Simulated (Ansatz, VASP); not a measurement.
K2YIF6 in VASP and in Ansatz

INCAR

```
SYSTEM = K2YIF6
ALGO = Normal
EDIFF = 1E-6
ENCUT = 520
GGA = PE
ISIF = 2
ISMEAR = -1
LASPH = .TRUE.
LCHARG = .TRUE.
LELF = .TRUE.
LREAL = .FALSE.
LVHAR = .TRUE.
LWAVE = .FALSE.
NBANDS = 50
NELM = 100
PREC = Accurate
SIGMA = 0.0516
```

The input KPOINTS:

```
k-points
0
G
  4 4 4
  0 0 0
```

POSCAR

```
K2YIF6
1.0
    0.0000000000      4.5820720000      4.5820720000
    4.5820720000      0.0000000000      4.5820720000
    4.5820720000      4.5820720000      0.0000000000
F I Y K
6 1 1 2
Direct
    0.7560000000      0.2440000000      0.2440000000
    0.2440000000      0.7560000000      0.2440000000
    0.2440000000      0.7560000000      0.7560000000
    0.7560000000      0.2440000000      0.7560000000
    0.2440000000      0.2440000000      0.7560000000
    0.7560000000      0.7560000000      0.2440000000
    0.5000000000      0.5000000000      0.5000000000
    0.0000000000      0.0000000000      0.0000000000
    0.2500000000      0.2500000000      0.2500000000
    0.7500000000      0.7500000000      0.7500000000
```

Input for Ansatz:

```yaml
crystal:
  lattice:
    - [0.0, 4.582072, 4.582072]
    - [4.582072, 0.0, 4.582072]
    - [4.582072, 4.582072, 0.0]
  atoms:
    - { symbol: F, position: [0.756, 0.244, 0.244] }
    - { symbol: F, position: [0.244, 0.756, 0.244] }
    - { symbol: F, position: [0.244, 0.756, 0.756] }
    - { symbol: F, position: [0.756, 0.244, 0.756] }
    - { symbol: F, position: [0.244, 0.244, 0.756] }
    - { symbol: F, position: [0.756, 0.756, 0.244] }
    - { symbol: I, position: [0.5, 0.5, 0.5] }
    - { symbol: "Y", position: [0.0, 0.0, 0.0] }
    - { symbol: K, position: [0.25, 0.25, 0.25] }
    - { symbol: K, position: [0.75, 0.75, 0.75] }
  symmetry: { tolerance: 0.0003 }
kpoints:
  mp_grid: { grid: [4, 4, 4], shift: [0, 0, 0] }
magnetization:
  spin_polarized: false
scf:
  occupations: { method: fermi_dirac, width: 0.0516 }
hamiltonian:
  pseudopotentials: { kind: paw }
  xc: pbe
basis:
  ecutwfc: "700 eV"
output:
  forces: true
  stress: true
  eigenvalues: true
  write_density: true
  write_potential: true
  elf: true
  volumetric_format: npy
```

Alike in both runs: task single point; functional PBE; k mesh 4 × 4 × 4; occupations fermi-dirac, width 0.0516 eV; no spin polarisation.

|  | VASP | Ansatz |
| --- | --- | --- |
| version | VASP 6.6.1 | Ansatz 0.2.0 |
| potentials or method | VASP PAW PBE potentials, release 64 (F, I, Y_sv, K_sv), cutoff 520 eV | PAW plane waves |
| valence electrons in the cell | 78 | 88 |

```csv
,VASP,Ansatz,Ansatz less VASP
gap on the k mesh at the Fermi level (eV),none,none,-
pressure (GPa),7.2,7.5,+0.24
rms of the force components (eV/Å),1.315,1.333,+0.0182
```

Atom by atom the forces differ by 0.018 eV/Å (rms over components). A gap of «none» marks a metal or a gap that the smearing closes. VASP's potentials hold 78 valence electrons a cell and Ansatz's 88, so a difference there can come from the potentials and not from the codes.

Spin-orbit coupling is off throughout.
